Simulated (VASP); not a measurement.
Here is a VASP 6.6.1 calculation.

The input INCAR:

```
SYSTEM = Li2O
ALGO     = Normal         ! electronic algorithm
EDIFF    = 1E-6           ! SCF threshold, eV
ENCUT    = 750            ! plane-wave cutoff, eV
GGA      = PE             ! functional
GGA_COMPAT= .FALSE.      
ISIF     = 2              ! what is computed and relaxed
ISMEAR   = -1             ! smearing method
LASPH    = .TRUE.         ! aspherical terms in the spheres
LCHARG   = .TRUE.         ! write CHGCAR
LELF     = .TRUE.         ! ELF
LREAL    = .FALSE.        ! projectors in reciprocal space
LVHAR    = .TRUE.       
LWAVE    = .FALSE.        ! write WAVECAR
NBANDS   = 13             ! bands
NELM     = 120            ! most SCF steps
PREC     = Accurate       ! precision mode
SIGMA    = 0.02           ! smearing width, eV
```

Contents of KPOINTS:

```
k-points
0
G
  8 8 8
  0 0 0
```

File POSCAR:

```
Li2O
1.0
   -0.0000013588      2.3130237102      2.3130163895
    2.3130241379     -0.0000013568      2.3130163875
    2.3130214247      2.3130209950      0.0000013565
Li O
2 1
Direct
    0.2593455714      0.2784056083      0.2253855959
    0.7593455132      0.7784055321      0.7253858932
    0.0093455955      0.0284057197     -0.0246142791
```

Potentials or basis: VASP PAW PBE potentials, release 64 (Li_sv, O).

The run is started by

```sh
$ cat potpaw_PBE.64/Li_sv/POTCAR potpaw_PBE.64/O/POTCAR > POTCAR
$ mpirun -np 1 vasp_std > vasp.out
```

(1) Predict the band gap on the k mesh.

(2) Estimate the pressure.

Results:

(1) 4.97 eV, indirect (least direct gap 5.24 eV).

(2) -0.3 GPa.
